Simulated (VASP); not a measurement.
# CuO: single point with PBEsol

CuO:

```
Cu O
1.0
     2.00886   -2.02555    0.00000
     2.00886    2.02555    0.00000
     0.00000    0.00000    5.08501
Cu O
2 2
Cartesian
  1.0044 -1.0128 0.0000
  1.0044 1.0128 2.5425
  2.0089 0.0000 1.2713
  2.0089 0.0000 3.8138
```

```
Program                : VASP 6.6.1
Task                   : single point
Functional             : PBEsol
Potentials or basis    : VASP PAW PBE potentials, release 64 (Cu, O)
Cutoff                 : 520 eV
k mesh                 : 9 × 9 × 5
Occupations            : fermi-dirac, width 0.05 eV
Spin                   : no spin polarisation
Dipole correction      : no
Further INCAR settings : ALGO = Normal; EDIFF = 1e-06; NBANDS = 25
```

| Quantity | Value |
| --- | --- |
| Pressure | 5.8 GPa |
| Band gap on the k mesh | zero (bands 17 and 18 overlap by 1.00 eV) |

Stress tensor (GPa, compression positive):
```
5.66 0.00 0.00
0.00 5.62 0.00
0.00 0.00 6.15
```

Levels at points of the mesh, in eV from the Fermi level:
```tsv
k point	band 14	band 15	band 16	band 17	band 18	band 19	band 20	band 21
(0.00, 0.00, 0.00)	-2.55	-2.46	-2.10	0.71	0.74	1.57	6.10	7.54
```

Run time: 2.1 min on 1 thread of Intel Xeon 8259CL (shared host), peak memory 0.2 GiB.

Caveat: the cell stands under pressure; the PAW data sets were made with another functional, which shifts forces and pressure a little; semilocal functionals often make such compounds metallic where correlation or magnetic order opens a gap, which also shifts bond lengths. With open d or f shells a metallic result of PBEsol can be an artefact of self-interaction; +U or a hybrid may open a gap.
